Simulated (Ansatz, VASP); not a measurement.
# Two plane-wave programs on Ta3N

Contents of INCAR:

```
PREC = Accurate
ENCUT = 520
EDIFF = 1E-7
ISMEAR = 0
SIGMA = 0.15
LREAL = F
LASPH = T
NELM = 100
ALGO = Normal
ISIF = 2
LWAVE = F
LCHARG = T
GGA = PS
LELF = T
LVHAR = T
NBANDS = 27
```

The input KPOINTS:

```
regular mesh
0
Gamma
  12 12 6
```

File POSCAR:

```
Ta3N
1.0
    3.0005045844      0.0000000000      0.0000000000
   -1.5002522922      2.5985131942      0.0000000000
    0.0000000000      0.0000000000      7.4499251172
Ta N
3 1
Direct
    0.0000000000      0.0000000000      0.5000000000
    0.3333333333      0.6666666667      0.1725859884
    0.6666666667      0.3333333333      0.8274140116
    0.0000000000      0.0000000000      0.0000000000
```

Input for Ansatz:

```yaml
crystal:
  lattice:
    - [3.0005045844, 0.0, 0.0]
    - [-1.5002522922, 2.5985131942, 0.0]
    - [0.0, 0.0, 7.4499251172]
  atoms:
    - { symbol: Ta, position: [0.0, 0.0, 0.5] }
    - { symbol: Ta, position: [0.3333333333, 0.6666666667, 0.1725859884] }
    - { symbol: Ta, position: [0.6666666667, 0.3333333333, 0.8274140116] }
    - { symbol: "N", position: [0.0, 0.0, 0.0] }
basis:
  ecutwfc: 420
kpoints:
  mp_grid: { grid: [12, 12, 6] }
hamiltonian:
  xc: pbesol
scf:
  occupations: { method: gaussian, width: 0.15 }
output:
  forces: true
  stress: true
  eigenvalues: true
  write_density: true
  write_potential: true
  elf: true
  volumetric_format: npy
```

Alike in both runs: task single point; functional PBEsol; k mesh 12 × 12 × 6; occupations gaussian, width 0.15 eV; no spin polarisation.

```csv
,VASP,Ansatz
version,VASP 6.6.1,Ansatz 0.2.0
potentials or method,"VASP PAW PBE potentials, release 64 (Ta_pv, N), cutoff 520 eV","scalar-relativistic, plane waves, PAW"
valence electrons in the cell,38,44
```

Ansatz gave:

```
gap on the k mesh at the Fermi level (eV) : none
pressure (GPa)                            : 0.0
rms of the force components (eV/Å)        : 0.008
```

Problem. Which values does VASP return?

Solution. gap on the k mesh at the Fermi level (eV): none; pressure (GPa): 0.4; rms of the force components (eV/Å): 0.032.

VASP's potentials were made for PBE, not for PBEsol. Atom by atom the forces differ by 0.024 eV/Å (rms over components). A gap of «none» marks a metal or a gap that the smearing closes. The functional is the same, so the differences come from potentials, cutoffs and numerics. VASP's potentials hold 38 valence electrons a cell and Ansatz's 44, so a difference there can come from the potentials and not from the codes.

Neither program's run includes spin-orbit coupling.
